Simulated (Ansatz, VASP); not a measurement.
NaI: VASP beside Ansatz

POSCAR

```
NaI
1.0
    4.0395849540      0.0000000000      0.0000000000
    0.0000000000      4.0395849540      0.0000000000
    0.0000000000      0.0000000000      4.0395849540
Na I
1 1
Direct
    0.0000000000      0.0000000000      0.0000000000
    0.5000000000      0.5000000000      0.5000000000
```

INCAR.step1

```
SYSTEM = NaI
  ALGO = Normal
  EDIFF = 1E-5
  ENCUT = 550
  GGA = PE
  GGA_COMPAT = .False.
  ISMEAR = 0
  LASPH = .True.
  LCHARG = .False.
  LREAL = .False.
  LWAVE = .True.
  NBANDS = 14
  NELM = 120
  PREC = Accurate
  SIGMA = 0.02
```

The input INCAR.step2:

```
SYSTEM = NaI
  ALGO = Normal
  EDIFF = 1E-6
  ENCUT = 550
  GGA_COMPAT = .False.
  ISIF = 2
  ISMEAR = 0
  ISTART = 1
  LASPH = .True.
  LCHARG = .False.
  LMIXTAU = .True.
  LREAL = .False.
  LWAVE = .False.
  METAGGA = R2SCAN
  NBANDS = 14
  NELM = 120
  PREC = Accurate
  SIGMA = 0.02
```

File KPOINTS:

```
k-points
0
Gamma
  6 6 6
  0 0 0
```

Input for Ansatz:

```yaml
crystal:
  lattice:
    - [4.039584954, 0.0, 0.0]
    - [0.0, 4.039584954, 0.0]
    - [0.0, 0.0, 4.039584954]
  atoms:
    - { symbol: Na, position: [0.0, 0.0, 0.0] }
    - { symbol: I, position: [0.5, 0.5, 0.5] }
basis:
  ecutwfc: 500
kpoints:
  mp_grid: { grid: [6, 6, 6] }
  band_path: { path: [VBM, CBM], npoints: 2 }
hamiltonian:
  xc: r2scan
scf:
  occupations: { method: gaussian, width: 0.02 }
output:
  forces: true
  stress: true
  eigenvalues: true
checkpoint:
  read: start.run
  write: ck
  compress: false
  write_wavefunctions: false
  write_every: 100000
```

Alike in both runs: task single point; functional r2SCAN; k mesh 6 × 6 × 6; occupations gaussian, width 0.02 eV; no spin polarisation.

|  | VASP | Ansatz |
| --- | --- | --- |
| version | VASP 6.6.1 | Ansatz 0.2.0 |
| potentials or method | VASP PAW PBE potentials, release 64 (Na_pv, I), cutoff 550 eV | scalar-relativistic, plane waves, PAW |
| valence electrons in the cell | 14 | 26 |

```csv
,VASP,Ansatz,Ansatz less VASP
gap on the k mesh at the Fermi level (eV),3.07,3.06,-0.015
least direct gap on the mesh (eV),3.36,3.36,-0.007
pressure (GPa),-0.1,0.0,+0.08
```

VASP's potentials were made for PBE, not for r2SCAN. The functional is the same, so the differences come from potentials, cutoffs and numerics. VASP's potentials hold 14 valence electrons a cell and Ansatz's 26, so a difference there can come from the potentials and not from the codes.

Neither program's run includes spin-orbit coupling.
